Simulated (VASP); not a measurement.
# GaAs (I-4m2) in VASP: notebook, part 2 of 2

VASP 6.6.1. The steps go on from the part before.

### Step 5. Single point, PBE (epitaxial xy strain +1.0%)

Contents of INCAR:

```
PREC = Accurate
ENCUT = 520
EDIFF = 1E-7
ISMEAR = 0
SIGMA = 0.01
LREAL = F
LASPH = T
NELM = 100
ALGO = Normal
ISIF = 2
LWAVE = F
LCHARG = T
GGA = PE
LELF = T
LVHAR = T
NBANDS = 16
```

Contents of KPOINTS:

```
Automatic mesh
0
Gamma
  4 4 4
```

Contents of POSCAR:

```
GaAs
1.0
    0.0000000000      2.8614159464      2.8090795023
    2.8614159464      0.0000000000      2.8090795023
    2.8614159464      2.8614159464      0.0000000000
Ga As
1 1
Direct
    0.0000000000      0.0000000000      0.0000000000
    0.2500000000      0.2500000000      0.2500000000
```

Potentials or basis: VASP PAW PBE potentials, release 64 (Ga_d, As).

Run with:

```sh
$ cat potpaw_PBE.64/Ga_d/POTCAR potpaw_PBE.64/As/POTCAR > POTCAR
$ mpirun -np 1 vasp_std > vasp.out
```

OUTCAR:

```text
PREC = Accurate
   ENCUT = 520
   EDIFF = 1E-7
   ISMEAR = 0
   LREAL = F
   LASPH = T
   NELM = 100
   ISIF = 2
   GGA = PE

 ion  position               nearest neighbor table
   1  0.000  0.000  0.000-   2 2.46   2 2.46   2 2.46   2 2.46
   2  0.250  0.250  0.250-   1 2.46   1 2.46   1 2.46   1 2.46

  LATTYP: Found a body centered tetragonal cell.
 ALAT       =     4.0466532390
 C/A-ratio  =     1.3883470297

  Lattice vectors:

 A1 = (   0.0000000000,  -2.8614159464,  -2.8090795023)
 A2 = (   0.0000000000,   2.8614159464,  -2.8090795023)
 A3 = (   2.8614159464,   0.0000000000,   2.8090795023)

Analysis of symmetry for initial positions (statically):
=====================================================================
 Subroutine PRICEL returns:
 Original cell was already a primitive cell.

 Routine SETGRP: Setting up the symmetry group for a
 body centered tetragonal supercell.

 Subroutine GETGRP returns: Found  8 space group operations
 (whereof  8 operations were pure point group operations)
 out of a pool of 16 trial point group operations.

The static configuration has the point symmetry D_2d.

Analysis of symmetry for dynamics (positions and initial velocities):
=====================================================================
 Subroutine PRICEL returns:
 Original cell was already a primitive cell.

 Routine SETGRP: Setting up the symmetry group for a
 body centered tetragonal supercell.

 Subroutine GETGRP returns: Found  8 space group operations
 (whereof  8 operations were pure point group operations)
 out of a pool of 16 trial point group operations.

The dynamic configuration has the point symmetry D_2d.

 Subroutine INISYM returns: Found  8 space group operations
 (whereof  8 operations are pure point group operations),
 and found     1 'primitive' translations

----------------------------------------------------------------------------------------

                                     Primitive cell

  volume of cell :      45.9998

  direct lattice vectors                    reciprocal lattice vectors
     0.000000000  2.861415946  2.809079502    -0.174738664  0.174738664  0.177994250
     2.861415946  0.000000000  2.809079502     0.174738664 -0.174738664  0.177994250
     2.861415946  2.861415946  0.000000000     0.174738664  0.174738664 -0.177994250

  length of vectors
     4.009816563  4.009816563  4.046653239     0.304547459  0.304547459  0.304547459

  position of ions in fractional coordinates (direct lattice)
     0.000000000  0.000000000  0.000000000
     0.250000000  0.250000000  0.250000000

  ion indices of the primitive-cell ions
   primitive index   ion index
                 1           1
                 2           2

----------------------------------------------------------------------------------------

 KPOINTS: Automatic mesh

Automatic generation of k-mesh.
 Grid dimensions read from file:
 generate k-points for:    4    4    4

 Generating k-lattice:

  Cartesian coordinates                     Fractional coordinates (reciprocal lattice)
    -0.043684666  0.043684666  0.044498563     0.250000000  0.000000000  0.000000000
     0.043684666 -0.043684666  0.044498563     0.000000000  0.250000000  0.000000000
     0.043684666  0.043684666 -0.044498563    -0.000000000 -0.000000000  0.250000000

  Length of vectors
     0.076136865  0.076136865  0.076136865

  Shift w.r.t. Gamma in fractional coordinates (k-lattice)
     0.000000000  0.000000000  0.000000000

 Subroutine IBZKPT returns following result:
 ===========================================

 Found     13 irreducible k-points:

 Following reciprocal coordinates:
            Coordinates               Weight
  0.000000  0.000000  0.000000      1.000000
  0.250000  0.000000  0.000000      8.000000
  0.500000  0.000000  0.000000      4.000000
  0.250000  0.250000  0.000000      2.000000
  0.500000  0.250000  0.000000      8.000000
 -0.250000  0.250000  0.000000      4.000000
  0.500000  0.500000  0.000000      1.000000
  0.250000  0.000000  0.250000      4.000000
  0.500000  0.000000  0.250000     16.000000
 -0.250000 -0.000000  0.250000      8.000000
 -0.250000  0.500000  0.250000      4.000000
  0.500000  0.000000  0.500000      2.000000
 -0.250000  0.250000  0.500000      2.000000
   k-points           NKPTS =     13   k-points in BZ     NKDIM =     13   number of bands    NBANDS=     16
   number of dos      NEDOS =    301   number of ions     NIONS =      2
   total plane-waves  NPLWV =  27000
   dimension x,y,z NGX =    30 NGY =   30 NGZ =   30
   dimension x,y,z NGXF=    60 NGYF=   60 NGZF=   60
   ions per type =               1   1
   NGX,Y,Z   is equivalent  to a cutoff of  12.44, 12.44, 12.32 a.u.
   NGXF,Y,Z  is equivalent  to a cutoff of  24.88, 24.88, 24.65 a.u.
 SYSTEM =  unknown system
   PREC   = accura    normal or accurate (medium, high low for compatibility)
   ISTART =      0    job   : 0-new  1-cont  2-samecut
   ICHARG =      2    charge: 1-file 2-atom 10-const
   ISPIN  =      1    spin polarized calculation?
   LNONCOLLINEAR =      F non collinear calculations
   LSORBIT =      F    spin-orbit coupling
   LASPH  =      T    aspherical Exc in radial PAW
   ENCUT  =  520.0 eV  38.22 Ry    6.18 a.u.   7.46  7.46  7.52*2*pi/ulx,y,z
   NELM   =    100;   NELMIN=  2; NELMDL= -5     # of ELM steps
   EDIFF  = 0.1E-06   stopping-criterion for ELM
   LREAL  =      F    real-space projection
   EDIFFG = 0.1E-05   stopping-criterion for IOM
   NSW    =      0    number of steps for IOM
   IBRION =     -1    ionic relax: 0-MD 1-quasi-New 2-CG
   NFREE  =      0    steps in history (QN), initial steepest desc. (CG)
   ISIF   =      2    stress and relaxation
   ISYM   =      2    0-nonsym 1-usesym 2-fastsym
   POTIM  = 0.5000    time-step for ionic-motion
   TEBEG  =    0.0;   TEEND  =   0.0 temperature during run
   PSTRESS=    0.0 pullay stress
   NELECT =      18.0000    total number of electrons
   NUPDOWN=      -1.0000    fix difference up-down
   EMIN   =  10.00;   EMAX   =-10.00  energy-range for DOS
   EFERMI =   0.00;   METHOD = LEGACY
   ISMEAR =     0;   SIGMA  =   0.01  broadening in eV -4-tet -1-fermi 0-gaus
   EFERMI_NEDOS =   21; number of points for ismear=-14 and -15
   IALGO  =     38    algorithm
   IMIX   =      4    mixing-type and parameters
     AMIX     =   0.40;   BMIX     =  1.00
     AMIX_MAG =   1.60;   BMIX_MAG =  1.00
  volume/ion in A,a.u.               =      23.00       155.21
  Fermi-wavevector in a.u.,A,eV,Ry     =   1.197421  2.262798 19.508277  1.433818
  Thomas-Fermi vector in A             =   2.333337
   LORBIT       =      0    0 simple, 1 ext, 2 COOP (PROOUT), +10 PAW based schemes
   GGA     = PE    functional components
   LHFCALC =     F    Hartree Fock is set to
   AEXX    =    0.0000 exact exchange contribution
   IVDW    =     0    specifies the selected vdW correction
   LEPSILON=     F    determine dielectric tensor
   LRPA    =     F    only Hartree local field effects (RPA)
 non-spin polarized calculation
 Gauss-broadening in eV      SIGMA  =   0.01
  energy-cutoff  :      520.00
  volume of cell :       46.00
 maximum number of plane-waves:      1254
 NGX is ok and might be reduce to    30
   NGX = 15   NGY = 15   NGZ = 15

 number of electron      17.9999988 magnetization

 Free energy of the ion-electron system (eV)
  ---------------------------------------------------
  ext. energy  EPLUGINS =         0.00000000
  ---------------------------------------------------
  free energy    TOTEN  =        -8.08685189 eV

  energy without entropy =       -8.08685189  energy(sigma->0) =       -8.08685189

 E-fermi :   3.9330     XC(G=0):  -9.4798

 val. band max:        3.8822220297   @ k =   0.0000   0.0000   0.0000
 cond. band min:       4.1847855437   @ k =   0.0000   0.0000   0.0000
 fundamental gap:      0.3025635139
 Fermi energy:         3.9329973284

 k-point     1 :       0.0000    0.0000    0.0000
  band No.  band energies     occupation
      1     -11.0218      2.00000
      2     -11.0218      2.00000
      3     -11.0169      2.00000
      4     -10.9486      2.00000
      5     -10.9451      2.00000
      6      -8.7854      2.00000
[... 8 lines left out ...]
     15      13.6876      0.00000
     16      14.0261      0.00000
[... 210 lines left out ...]
 k-point    13 :      -0.2500    0.2500    0.5000
  band No.  band energies     occupation
      1     -11.1094      2.00000
      2     -10.9914      2.00000
      3     -10.9780      2.00000
      4     -10.9540      2.00000
      5     -10.9454      2.00000
      6      -6.3094      2.00000
[... 8 lines left out ...]
     15      15.6580      0.00000
     16      16.8521      0.00000

------------------------ aborting loop because EDIFF is reached ----------------------------------------

  FORCE on cell =-STRESS in cart. coord.  units (eV):
  Direction    XX          YY          ZZ          XY          YZ          ZX
  --------------------------------------------------------------------------------------
  -------------------------------------------------------------------------------------
  Total        0.5788080      0.5788080      0.8882205      0.0000000      0.0000000     -0.0000000
  in kB       20.1599343     20.1599343     30.9367973      0.0000000      0.0000000     -0.0000000
  external PRESSURE =      23.7522220 kB  Pullay stress =       0.0000000 kB

 VOLUME and BASIS-vectors are now :
 -----------------------------------------------------------------------------
  energy-cutoff  :      520.00
  volume of cell :       46.00
      direct lattice vectors                 reciprocal lattice vectors
     0.000000000  2.861415946  2.809079502    -0.174738664  0.174738664  0.177994250
     2.861415946  0.000000000  2.809079502     0.174738664 -0.174738664  0.177994250
     2.861415946  2.861415946  0.000000000     0.174738664  0.174738664 -0.177994250

 POSITION                                       TOTAL-FORCE (eV/Angst)
 -----------------------------------------------------------------------------------
      0.00000      0.00000      0.00000         0.000000      0.000000      0.000000
      1.43071      1.43071      1.40454        -0.000000     -0.000000      0.000000
 -----------------------------------------------------------------------------------
    total drift:                                0.000002      0.000002      0.000002

  FREE ENERGIE OF THE ION-ELECTRON SYSTEM (eV)
  ---------------------------------------------------
  free  energy   TOTEN  =        -8.0868518886 eV

  energy  without entropy=       -8.0868518886  energy(sigma->0) =       -8.08685189
```

stdout:

```text
POSCAR found type information on POSCAR GaAs
 POSCAR found :  2 types and       2 ions
 scaLAPACK will be used
 LDA part: xc-table for (Slater+PW92), standard interpolation
 POSCAR, INCAR and KPOINTS ok, starting setup
 FFT: planning ... GRIDC
 FFT: planning ... GRID_SOFT
 FFT: planning ... GRID
 WAVECAR not read
 entering main loop
```

It took 10 s on 1 thread of Intel Xeon 6975P-C (Granite Rapids), shared host; peak memory 0.16 GiB.

What came out:

```yaml
Free_energy: -8.0869 eV
Pressure: 2.4 GPa
Band_gap_on_the_k_mesh: 0.30 eV
```

Caveat: the k points lie up to 0.48 Å⁻¹ apart; the cell differs from its parent crystal (epitaxial xy strain +1.0%).

### Step 6. Overview

| cell | gap on the mesh (eV) | pressure (GPa) |
| --- | --- | --- |
| a = 3.999, b = 3.999, c = 3.886 Å, angles 60.9, 60.9, 58.2°, 2 atoms | 0.59 | 6.1 |
| a = 4.001, b = 4.001, c = 3.926 Å, angles 60.6, 60.6, 58.8°, 2 atoms | 0.55 | 5.1 |
| a = 4.004, b = 4.004, c = 3.967 Å, angles 60.3, 60.3, 59.4°, 2 atoms | 0.51 | 4.1 |
| a = 4.010, b = 4.010, c = 4.047 Å, angles 59.7, 59.7, 60.6°, 2 atoms | 0.30 | 2.4 |

Alike in all rows: task single point; level PBE; potentials or basis VASP PAW PBE potentials, release 64 (Ga_d, As); no spin polarisation; k mesh 4 × 4 × 4; cutoff (eV) 520; smearing gaussian 0.01 eV.

Caveats: all runs use coarse meshes.

Total energies depend on the potentials used, so only differences within one code and one set of settings carry meaning.
